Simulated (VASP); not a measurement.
# Se (Fd-3m) in VASP: single point with LDA

Aim: the single point of Se with LDA.

Everything below comes from runs of VASP 6.6.1. Logs are shortened: lines on timing, memory, paths and dates and some standing lists are left out, and cuts for length are marked.

### Step 1. The cell of the first run

The structure is cubic, space group Fd-3m (No. 227). Conventional cell: a = 6.171 Å, b = 6.171 Å, c = 6.171 Å, α = 90.00°, β = 90.00°, γ = 90.00°. Se (site symmetry -43m) has 4 Se at 2.67 Å within 3.5 Å.

### Step 2. Single point, LDA

Input file INCAR:

```
ALGO     = Normal         # electronic algorithm
EDIFF    = 1E-6           # SCF threshold, eV
ENCUT    = 520            # plane-wave cutoff, eV
ISIF     = 2              # what is computed and relaxed
ISMEAR   = -1             # smearing method
LASPH    = True           # aspherical terms in the spheres
LCHARG   = False          # write CHGCAR
LREAL    = False          # projectors in reciprocal space
LWAVE    = False          # write WAVECAR
NBANDS   = 13             # bands
NELM     = 80             # most SCF steps
PREC     = Accurate       # precision mode
SIGMA    = 0.13605693000000002 # smearing width, eV
```

Input file KPOINTS:

```
k-points
0
Gamma
  8 8 8
```

Input file POSCAR:

```
Se
1.0
    0.0000000000      3.0856079312      3.0856079312
    3.0856079312      0.0000000000      3.0856079312
    3.0856079312      3.0856079312      0.0000000000
Se
2
Direct
    0.0000000000      0.0000000000      0.0000000000
    0.2500000000      0.2500000000      0.2500000000
```

Potentials or basis: VASP PAW LDA potentials, release 64 (Se).

Started as:

```
cat potpaw_LDA.64/Se/POTCAR > POTCAR
mpirun -np 1 vasp_std > vasp.out
```

OUTCAR:

```text
EDIFF = 1E-6
   ENCUT = 520
   ISIF = 2
   ISMEAR = -1
   LASPH = True
   LREAL = False
   NELM = 80
   PREC = Accurate

 ion  position               nearest neighbor table
   1  0.000  0.000  0.000-   2 2.67   2 2.67   2 2.67   2 2.67
   2  0.250  0.250  0.250-   1 2.67   1 2.67   1 2.67   1 2.67

  LATTYP: Found a face centered cubic cell.
 ALAT       =     6.1712158624

  Lattice vectors:

 A1 = (   0.0000000000,   3.0856079312,   3.0856079312)
 A2 = (   3.0856079312,   0.0000000000,   3.0856079312)
 A3 = (   3.0856079312,   3.0856079312,   0.0000000000)

Analysis of symmetry for initial positions (statically):
=====================================================================
 Subroutine PRICEL returns:
 Original cell was already a primitive cell.

 Routine SETGRP: Setting up the symmetry group for a
 face centered cubic supercell.

 Subroutine GETGRP returns: Found 48 space group operations
 (whereof 24 operations were pure point group operations)
 out of a pool of 48 trial point group operations.

The static configuration has the point symmetry T_d .
 The point group associated with its full space group is O_h .

Analysis of symmetry for dynamics (positions and initial velocities):
=====================================================================
 Subroutine PRICEL returns:
 Original cell was already a primitive cell.

 Routine SETGRP: Setting up the symmetry group for a
 face centered cubic supercell.

 Subroutine GETGRP returns: Found 48 space group operations
 (whereof 24 operations were pure point group operations)
 out of a pool of 48 trial point group operations.

The dynamic configuration has the point symmetry T_d .
 The point group associated with its full space group is O_h .

 Subroutine INISYM returns: Found 48 space group operations
 (whereof 24 operations are pure point group operations),
 and found     1 'primitive' translations

----------------------------------------------------------------------------------------

                                     Primitive cell

  volume of cell :      58.7560

  direct lattice vectors                    reciprocal lattice vectors
     0.000000000  3.085607931  3.085607931    -0.162042622  0.162042622  0.162042622
     3.085607931  0.000000000  3.085607931     0.162042622 -0.162042622  0.162042622
     3.085607931  3.085607931  0.000000000     0.162042622  0.162042622 -0.162042622

  length of vectors
     4.363708584  4.363708584  4.363708584     0.280666055  0.280666055  0.280666055

  position of ions in fractional coordinates (direct lattice)
     0.000000000  0.000000000  0.000000000
     0.250000000  0.250000000  0.250000000

  ion indices of the primitive-cell ions
   primitive index   ion index
                 1           1
                 2           2

----------------------------------------------------------------------------------------

 KPOINTS: k-points

Automatic generation of k-mesh.
 Grid dimensions read from file:
 generate k-points for:    8    8    8

 Generating k-lattice:

  Cartesian coordinates                     Fractional coordinates (reciprocal lattice)
    -0.020255328  0.020255328  0.020255328     0.125000000  0.000000000  0.000000000
     0.020255328 -0.020255328  0.020255328     0.000000000  0.125000000  0.000000000
     0.020255328  0.020255328 -0.020255328     0.000000000  0.000000000  0.125000000

  Length of vectors
     0.035083257  0.035083257  0.035083257

  Shift w.r.t. Gamma in fractional coordinates (k-lattice)
     0.000000000  0.000000000  0.000000000

 Subroutine IBZKPT returns following result:
 ===========================================

 Found     29 irreducible k-points:

 Following reciprocal coordinates:
            Coordinates               Weight
  0.000000  0.000000  0.000000      1.000000
  0.125000  0.000000  0.000000      8.000000
  0.250000  0.000000  0.000000      8.000000
  0.375000  0.000000  0.000000      8.000000
  0.500000  0.000000  0.000000      4.000000
  0.125000  0.125000  0.000000      6.000000
[... 16 lines left out ...]
  0.500000  0.250000  0.125000     48.000000
 -0.375000  0.250000  0.125000     24.000000
 [... further k-points ...]
   k-points           NKPTS =     29   k-points in BZ     NKDIM =     29   number of bands    NBANDS=     13
   number of dos      NEDOS =    301   number of ions     NIONS =      2
   total plane-waves  NPLWV =  32768
   dimension x,y,z NGX =    32 NGY =   32 NGZ =   32
   dimension x,y,z NGXF=    64 NGYF=   64 NGZF=   64
   ions per type =               2
   NGX,Y,Z   is equivalent  to a cutoff of  12.19, 12.19, 12.19 a.u.
   NGXF,Y,Z  is equivalent  to a cutoff of  24.38, 24.38, 24.38 a.u.
 SYSTEM =  unknown system
   PREC   = accura    normal or accurate (medium, high low for compatibility)
   ISTART =      0    job   : 0-new  1-cont  2-samecut
   ICHARG =      2    charge: 1-file 2-atom 10-const
   ISPIN  =      1    spin polarized calculation?
   LNONCOLLINEAR =      F non collinear calculations
   LSORBIT =      F    spin-orbit coupling
   LASPH  =      T    aspherical Exc in radial PAW
   ENCUT  =  520.0 eV  38.22 Ry    6.18 a.u.   8.11  8.11  8.11*2*pi/ulx,y,z
   NELM   =     80;   NELMIN=  2; NELMDL= -5     # of ELM steps
   EDIFF  = 0.1E-05   stopping-criterion for ELM
   LREAL  =      F    real-space projection
   EDIFFG = 0.1E-04   stopping-criterion for IOM
   NSW    =      0    number of steps for IOM
   IBRION =     -1    ionic relax: 0-MD 1-quasi-New 2-CG
   NFREE  =      0    steps in history (QN), initial steepest desc. (CG)
   ISIF   =      2    stress and relaxation
   ISYM   =      2    0-nonsym 1-usesym 2-fastsym
   POTIM  = 0.5000    time-step for ionic-motion
   TEBEG  =    0.0;   TEEND  =   0.0 temperature during run
   PSTRESS=    0.0 pullay stress
   NELECT =      12.0000    total number of electrons
   NUPDOWN=      -1.0000    fix difference up-down
   EMIN   =  10.00;   EMAX   =-10.00  energy-range for DOS
   EFERMI =   0.00;   METHOD = LEGACY
   ISMEAR =    -1;   SIGMA  =   0.14  broadening in eV -4-tet -1-fermi 0-gaus
   EFERMI_NEDOS =   21; number of points for ismear=-14 and -15
   IALGO  =     38    algorithm
   IMIX   =      4    mixing-type and parameters
     AMIX     =   0.40;   BMIX     =  1.00
     AMIX_MAG =   1.60;   BMIX_MAG =  1.00
  volume/ion in A,a.u.               =      29.38       198.25
  Fermi-wavevector in a.u.,A,eV,Ry     =   0.964091  1.821867 12.646216  0.929471
  Thomas-Fermi vector in A             =   2.093692
   LORBIT       =      0    0 simple, 1 ext, 2 COOP (PROOUT), +10 PAW based schemes
   GGA     = CA    functional components
   LHFCALC =     F    Hartree Fock is set to
   AEXX    =    0.0000 exact exchange contribution
   IVDW    =     0    specifies the selected vdW correction
   LEPSILON=     F    determine dielectric tensor
   LRPA    =     F    only Hartree local field effects (RPA)
 non-spin polarized calculation
  energy-cutoff  :      520.00
  volume of cell :       58.76
 maximum number of plane-waves:      1604
   NGX = 17   NGY = 17   NGZ = 17

 number of electron      11.9999997 magnetization

 Free energy of the ion-electron system (eV)
  ---------------------------------------------------
  ext. energy  EPLUGINS =         0.00000000
  ---------------------------------------------------
  free energy    TOTEN  =        -7.25921246 eV

  energy without entropy =       -7.16072663  energy(sigma->0) =       -7.20996955

 E-fermi :   2.6428     XC(G=0):  -8.8214

 val. band max:        2.5857089413   @ k =  -0.2500   0.1250   0.0000
 cond. band min:       2.6475023204   @ k =  -0.3750   0.2500   0.0000
 fundamental gap:      0.0617933791
 Fermi energy:         2.6427538989

 k-point     1 :       0.0000    0.0000    0.0000
  band No.  band energies     occupation
      1     -13.1224      2.00000
      2      -7.4204      2.00000
      3      -0.9997      2.00000
      4      -0.9997      2.00000
      5      -0.9997      2.00000
      6       1.7804      1.99647
      7       1.7804      1.99647
      8       1.7804      1.99647
      9       6.7187      0.00000
     10      10.2054      0.00000
     11      10.2054      0.00000
     12      12.0764      0.00000
     13      12.0764      0.00000

 k-point     2 :       0.1250    0.0000    0.0000
  band No.  band energies     occupation
      1     -13.0107      2.00000
      2      -7.7207      2.00000
      3      -1.1491      2.00000
      4      -1.1491      2.00000
      5      -1.0666      2.00000
      6       2.0016      1.98219
      7       2.0044      1.98183
      8       2.0044      1.98183
      9       7.2586      0.00000
     10       9.7723      0.00000
     11       9.7723      0.00000
     12      11.6149      0.00000
     13      13.0448      0.00000

 k-point     3 :       0.2500    0.0000    0.0000
  band No.  band energies     occupation
      1     -12.6978      2.00000
      2      -8.4400      2.00000
      3      -1.4404      2.00000
      4      -1.4404      2.00000
      5      -1.3200      2.00000
      6       2.4541      1.60021
      7       2.4541      1.60020
      8       2.8015      0.47499
      9       8.2714      0.00000
     10       9.5134      0.00000
     11       9.5134      0.00000
     12      11.2126      0.00000
     13      14.5945      0.00000
[... 305 lines left out ...]
 k-point    23 :       0.5000    0.2500    0.1250
  band No.  band energies     occupation
      1     -11.9868      2.00000
      2      -9.6270      2.00000
      3      -2.7733      2.00000
      4      -2.0469      2.00000
      5       0.0047      2.00000
      6       2.1433      1.95037
      7       3.6176      0.00155
      8       3.9814      0.00011
      9       8.6227      0.00000
     10       8.8682      0.00000
     11      10.7721      0.00000
     12      12.0913      0.00000
     13      13.7324      0.00000

 k-point    24 :      -0.3750    0.2500    0.1250
  band No.  band energies     occupation
      1     -11.7289      2.00000
      2      -9.9790      2.00000
      3      -2.9226      2.00000
      4      -2.1449      2.00000
      5       0.0154      2.00000
      6       2.4965      1.49102
      7       3.6573      0.00115
      8       4.2432      0.00002
      9       8.2153      0.00000
     10       9.3216      0.00000
     11      10.6974      0.00000
     12      11.6788      0.00000
     13      13.5988      0.00000

 [... further k-points ...]
[... 5 lines left out ...]
  --------------------------------------------------------------------------------------
  -------------------------------------------------------------------------------------
  Total        0.0248314      0.0248314      0.0248314      0.0000000      0.0000000      0.0000000
  in kB        0.6771114      0.6771114      0.6771114      0.0000000      0.0000000      0.0000000
  external PRESSURE =       0.6771114 kB  Pullay stress =       0.0000000 kB

 VOLUME and BASIS-vectors are now :
 -----------------------------------------------------------------------------
  energy-cutoff  :      520.00
  volume of cell :       58.76
      direct lattice vectors                 reciprocal lattice vectors
     0.000000000  3.085607931  3.085607931    -0.162042622  0.162042622  0.162042622
     3.085607931  0.000000000  3.085607931     0.162042622 -0.162042622  0.162042622
     3.085607931  3.085607931  0.000000000     0.162042622  0.162042622 -0.162042622

 POSITION                                       TOTAL-FORCE (eV/Angst)
 -----------------------------------------------------------------------------------
      0.00000      0.00000      0.00000         0.000000      0.000000      0.000000
      1.54280      1.54280      1.54280        -0.000000     -0.000000     -0.000000
 -----------------------------------------------------------------------------------
    total drift:                               -0.000000      0.000000      0.000000

  FREE ENERGIE OF THE ION-ELECTRON SYSTEM (eV)
  ---------------------------------------------------
  free  energy   TOTEN  =        -7.2592124595 eV

  energy  without entropy=       -7.1607266332  energy(sigma->0) =       -7.20996955
```

Run time: 5.7 s. Hardware: 1 thread of Intel Xeon 6975P-C (Granite Rapids), shared host; peak memory 0.15 GiB.

What came out:

```
Free energy            : -7.2592 eV
Pressure               : 0.1 GPa
Band gap on the k mesh : zero (band 6 reaches 2.92 eV, above the bottom of band 7 at 1.78 eV)
```

Levels at points of the mesh, in eV from the Fermi level:
```
           k point  band 2  band 3  band 4  band 5  band 6  band 7  band 8  band 9  band 10  band 11
(0.00, 0.00, 0.00)  -10.06   -3.64   -3.64   -3.64   -0.86   -0.86   -0.86    4.08     7.56     7.56
(0.50, 0.00, 0.00)  -12.23   -4.40   -4.40   -4.36    0.28    0.28    1.93    6.62     6.70     7.94
(0.50, 0.50, 0.00)  -13.55   -5.24   -5.24   -2.10   -2.10    2.39    2.39    6.11     6.11     9.78
```
